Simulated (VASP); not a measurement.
# Ti5B7N12 in VASP: single point with PBE

Aim: the single point of Ti5B7N12 with PBE.

All numbers are computed with VASP 6.6.1; they aren't measurements. Logs are shortened: lines on timing, memory, paths and dates and some standing lists are left out, and cuts for length are marked.

## Step 1: The cell of the first run

The cell holds a disordered packing, 24 atoms: a = 6.067 Å, b = 6.189 Å, c = 6.166 Å, α = 90.90°, β = 87.36°, γ = 92.70°.

## Step 2: Single point, PBE

INCAR reads:

```
  ALGO = Normal
  EDIFF = 1E-6
  ENCUT = 520
  GGA = PE
  GGA_COMPAT = False
  ISIF = 2
  ISMEAR = -1
  LASPH = True
  LCHARG = True
  LELF = True
  LREAL = False
  LVHAR = True
  LWAVE = False
  NBANDS = 88
  NELM = 120
  PREC = Accurate
  SIGMA = 0.3447
```

KPOINTS reads:

```
k-points
0
Gamma
  4 4 4
```

POSCAR reads:

```
Ti5B7N12
1.0
    6.0637790000     -0.1437410000      0.1403350000
   -0.1437410000      6.1871700000     -0.0470690000
    0.1403350000     -0.0470690000      6.1640550000
Ti N B
5 12 7
Direct
    0.0774398663      0.3646809756      0.2757586247
    0.5504945093      0.2902157082      0.7260476858
    0.5041526406      0.9467456558      0.4086050276
    0.2648101216      0.5818651058      0.7655561781
    0.5865221378      0.3869616158      0.2338999076
    0.9547940615      0.6175554548      0.5920237386
    0.7599366801      0.7909899886      0.1596885938
    0.2369451984      0.2549018001      0.9084651784
    0.6045821751      0.5861196978      0.7658213853
    0.3713934050      0.2166513320      0.4779425150
    0.9894097864      0.4950981150      0.9984155253
    0.3657121164      0.8245376450      0.9275836492
    0.6011962702      0.1571122036      0.9892647942
    0.7637871112      0.2552491447      0.3602075410
    0.3595337363      0.6013615265      0.3873016083
    0.7546123538      0.0318387100      0.6278487029
    0.0553527265      0.9107091056      0.3668637261
    0.8249749086      0.6248123601      0.8607491435
    0.1661270964      0.6851034773      0.4497571713
    0.9760663286      0.9698057922      0.1843465611
    0.9205188902      0.8642843731      0.5455775531
    0.0660240104      0.1222207529      0.9700876880
    0.9187629609      0.9626602093      0.8239927737
    0.5372455681      0.9377071102      0.9818783727
```

Potentials or basis: VASP PAW PBE potentials, release 64 (Ti_sv, N, B).

On the command line:

```sh
$ cat potpaw_PBE.64/Ti_sv/POTCAR potpaw_PBE.64/N/POTCAR potpaw_PBE.64/B/POTCAR > POTCAR
$ mpirun -np 1 vasp_std > vasp.out
```

OUTCAR:

```text
EDIFF = 1E-6
   ENCUT = 520
   GGA = PE
   ISIF = 2
   ISMEAR = -1
   LASPH = True
   LREAL = False
   NELM = 120
   PREC = Accurate

 ion  position               nearest neighbor table
   1  0.077  0.365  0.276-  11 2.01  14 2.04  19 2.29  15 2.32  22 2.39
   2  0.550  0.290  0.726-   9 1.86  13 1.88  10 1.95  16 2.13   8 2.17   4 2.56   3 2.88
   3  0.504  0.947  0.409-  10 1.92  16 2.12  15 2.28   2 2.88
   4  0.265  0.582  0.766-  12 1.88   9 2.06  19 2.18  11 2.20   8 2.22   6 2.23   2 2.56
   5  0.587  0.387  0.234-  14 1.61  13 2.06  15 2.14  10 2.20
   6  0.955  0.618  0.592-  19 1.56  21 1.58  18 1.80   4 2.23
   7  0.760  0.791  0.160-  20 1.69
   8  0.237  0.255  0.908-  22 1.34   2 2.17   4 2.22
   9  0.605  0.586  0.766-  18 1.49   2 1.86   4 2.06
  10  0.371  0.217  0.478-   3 1.92   2 1.95   5 2.20
  11  0.989  0.495  0.998-  18 1.59   1 2.01   4 2.20
  12  0.366  0.825  0.928-  24 1.28   4 1.88
  13  0.601  0.157  0.989-  24 1.40   2 1.88   5 2.06
  14  0.764  0.255  0.360-   5 1.61   1 2.04
  15  0.360  0.601  0.387-  19 1.34   5 2.14   3 2.28   1 2.32
  16  0.755  0.032  0.628-  21 1.54  23 1.67   3 2.12   2 2.13
  17  0.055  0.911  0.367-  20 1.31  21 1.37  19 1.67
  18  0.825  0.625  0.861-   9 1.49  11 1.59   6 1.80  23 2.15
  19  0.166  0.685  0.450-  15 1.34   6 1.56  17 1.67  21 1.96   4 2.18   1 2.29
  20  0.976  0.970  0.184-  17 1.31   7 1.69  22 1.69
  21  0.921  0.864  0.546-  17 1.37  16 1.54   6 1.58  23 1.81  19 1.96
  22  0.066  0.122  0.970-   8 1.34  23 1.60  20 1.69   1 2.39
  23  0.919  0.963  0.824-  22 1.60  16 1.67  21 1.81  18 2.15
  24  0.537  0.938  0.982-  12 1.28  13 1.40

  LATTYP: Found a triclinic cell.
 ALAT       =     8.4487713270
 B/A-ratio  =     0.7181050865
 C/A-ratio  =     1.0258397441
 COS(alpha) =     0.0008521633
 COS(beta)  =     0.5115757797
 COS(gamma) =     0.6844965679

  Lattice vectors:

 A1 = (   5.9234440000,  -0.0966720000,  -6.0237200000)
 A2 = (   6.0637790000,  -0.1437410000,   0.1403350000)
 A3 = (   0.0034060000,  -6.1401010000,  -6.1169860000)

Analysis of symmetry for initial positions (statically):
=====================================================================
 Subroutine PRICEL returns:
 Original cell was already a primitive cell.

 Routine SETGRP: Setting up the symmetry group for a
 triclinic supercell.

 Subroutine GETGRP returns: Found  1 space group operations
 (whereof  1 operations were pure point group operations)
 out of a pool of  2 trial point group operations.

The static configuration has the point symmetry C_1 .

Analysis of symmetry for dynamics (positions and initial velocities):
[... 161 lines left out ...]
   ISIF   =      2    stress and relaxation
   ISYM   =      2    0-nonsym 1-usesym 2-fastsym
   POTIM  = 0.5000    time-step for ionic-motion
   TEBEG  =    0.0;   TEEND  =   0.0 temperature during run
   PSTRESS=    0.0 pullay stress
   NELECT =     141.0000    total number of electrons
   NUPDOWN=      -1.0000    fix difference up-down
   EMIN   =  10.00;   EMAX   =-10.00  energy-range for DOS
   EFERMI =   0.00;   METHOD = LEGACY
   ISMEAR =    -1;   SIGMA  =   0.34  broadening in eV -4-tet -1-fermi 0-gaus
   EFERMI_NEDOS =   21; number of points for ismear=-14 and -15
   IALGO  =     38    algorithm
   IMIX   =      4    mixing-type and parameters
     AMIX     =   0.40;   BMIX     =  1.00
     AMIX_MAG =   1.60;   BMIX_MAG =  1.00
  volume/ion in A,a.u.               =       9.63        64.95
  Fermi-wavevector in a.u.,A,eV,Ry     =   1.388707  2.624275 26.238922  1.928506
  Thomas-Fermi vector in A             =   2.512807
   LORBIT       =      0    0 simple, 1 ext, 2 COOP (PROOUT), +10 PAW based schemes
   GGA     = PE    functional components
   LHFCALC =     F    Hartree Fock is set to
   AEXX    =    0.0000 exact exchange contribution
   IVDW    =     0    specifies the selected vdW correction
   LEPSILON=     F    determine dielectric tensor
   LRPA    =     F    only Hartree local field effects (RPA)
 non-spin polarized calculation
  energy-cutoff  :      520.00
  volume of cell :      231.00
 maximum number of plane-waves:      6247
 NGX is ok and might be reduce to    48
   NGX = 23   NGY = 23   NGZ = 23

 number of electron     141.0000002 magnetization

 Free energy of the ion-electron system (eV)
  ---------------------------------------------------
  ext. energy  EPLUGINS =         0.00000000
  ---------------------------------------------------
  free energy    TOTEN  =      -188.42600840 eV

  energy without entropy =     -185.50161869  energy(sigma->0) =     -186.96381355

 E-fermi :   6.3945     XC(G=0): -11.3540

 val. band max:        6.3881908250   @ k =   0.0000   0.0000   0.0000
 cond. band min:       6.3952760438   @ k =  -0.2500   0.2500  -0.0000
 fundamental gap:      0.0070852188
 Fermi energy:         6.3944746663

 k-point     1 :       0.0000    0.0000    0.0000
  band No.  band energies     occupation
      1     -51.3143      2.00000
      2     -51.2699      2.00000
      3     -50.9453      2.00000
      4     -50.6324      2.00000
      5     -50.4263      2.00000
      6     -27.6797      2.00000
[... 2029 lines left out ...]
     81       8.2791      0.00841
     82       8.4608      0.00497

 [... further k-points ...]

 [bands above 82 left out]

------------------------ aborting loop because EDIFF is reached ----------------------------------------

  FORCE on cell =-STRESS in cart. coord.  units (eV):
  Direction    XX          YY          ZZ          XY          YZ          ZX
  --------------------------------------------------------------------------------------
  -------------------------------------------------------------------------------------
  Total        9.5399253      9.2334815     11.8224759     -3.7895771     -0.6408328      3.8581937
  in kB       66.1673248     64.0418818     81.9987134    -26.2838725     -4.4447088     26.7597854
  external PRESSURE =      70.7359733 kB  Pullay stress =       0.0000000 kB

 VOLUME and BASIS-vectors are now :
 -----------------------------------------------------------------------------
  energy-cutoff  :      520.00
  volume of cell :      231.00
      direct lattice vectors                 reciprocal lattice vectors
     6.063779000 -0.143741000  0.140335000     0.165090219  0.003807022 -0.003729484
    -0.143741000  6.187170000 -0.047069000     0.003807022  0.161721962  0.001148243
     0.140335000 -0.047069000  6.164055000    -0.003729484  0.001148243  0.162324545

 POSITION                                       TOTAL-FORCE (eV/Angst)
 -----------------------------------------------------------------------------------
      0.45586      2.23223      1.69349        -0.403266     -0.939470     -1.075953
      3.39825      1.68231      4.53899         0.801357     -1.700532     -0.896495
      2.97833      5.76598      2.54485         0.883601     -0.408678     -0.301042
      1.62955      3.52600      4.72870        -0.813337      0.297269      3.253037
      3.53374      2.29888      1.50587        -3.870213      3.153048     -3.229445
      5.78397      3.65581      3.75419         2.587824      1.452228     -0.932503
[... 16 lines left out ...]
      5.54844      5.78529      5.16276        -3.641113      0.218218     -1.898610
      3.26074      5.67831      6.08361         4.174935      1.872016      2.435607
 -----------------------------------------------------------------------------------
    total drift:                               -0.000211     -0.000033     -0.000747

  FREE ENERGIE OF THE ION-ELECTRON SYSTEM (eV)
  ---------------------------------------------------
  free  energy   TOTEN  =      -188.4260084032 eV

  energy  without entropy=     -185.5016186943  energy(sigma->0) =     -186.96381355
```

Run time: 16 min. Hardware: 1 thread of Intel Xeon Platinum 8488C (Sapphire Rapids), shared host; peak memory 0.65 GiB.

Results:

```yaml
Free_energy: -188.4260 eV
Pressure: 7.1 GPa
Largest_force: 7.001 eV/Å
Band_gap_on_the_k_mesh: zero (an odd number of electrons rules out a gap without spin polarisation)
```

Forces in eV/Å, atoms in the order of the input:
```
Ti  -0.403 -0.939 -1.076
Ti   0.801 -1.701 -0.896
Ti   0.884 -0.409 -0.301
Ti  -0.813  0.297  3.253
Ti  -3.870  3.153 -3.229
N    2.588  1.452 -0.933
N   -0.859  2.744 -1.487
N    2.724  2.599 -0.578
N    0.857 -1.464  1.277
N   -0.893 -0.606 -1.666
N   -1.606  1.736  0.032
N   -4.386 -2.725 -1.526
N    0.064  0.318  2.385
N    5.600 -1.647  2.242
N    0.622  0.653 -0.105
N    1.490 -3.632  1.847
N    6.035 -1.921  2.985
B    0.702 -0.754  0.012
B   -3.448  2.656 -1.509
B   -4.045 -0.767 -3.288
B   -2.634 -0.400  1.838
B    0.057 -0.735  0.188
B   -3.641  0.218 -1.899
B    4.175  1.872  2.436
```

Caveat: the atoms stand as in a frame of molecular dynamics; so wide a smearing shifts energies and pressures.
